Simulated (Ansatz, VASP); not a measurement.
**In in VASP and in Ansatz**

```xyz
1
Lattice="-1.5947 1.5947 2.6070 1.5947 -1.5947 2.6070 1.5947 1.5947 -2.6070" Properties=species:S:1:pos:R:3 pbc="T T T"
In    0.0000    0.0000    0.0000
```

Alike in both runs: task single point; functional LDA; k mesh 22 × 22 × 22; occupations gaussian, width 0.15 eV; no spin polarisation.

|  | VASP | Ansatz |
| --- | --- | --- |
| version | VASP 6.6.1 | Ansatz 0.2.0 |
| potentials or method | VASP PAW LDA potentials, release 64 (In_d), cutoff 520 eV | scalar-relativistic, plane waves, PAW |
| valence electrons in the cell | 13 | 13 |

```csv
,VASP,Ansatz,Ansatz less VASP
gap on the k mesh at the Fermi level (eV),none,none,-
pressure (GPa),-3.0,-3.0,-0.01
"traceless stress, the component that is largest in VASP (GPa)",-0.32,-0.32,-0.004
```

LDA's correlation is that of Perdew and Zunger in VASP and of Perdew and Wang (1992) in Ansatz. A gap of «none» marks a metal or a gap that the smearing closes.
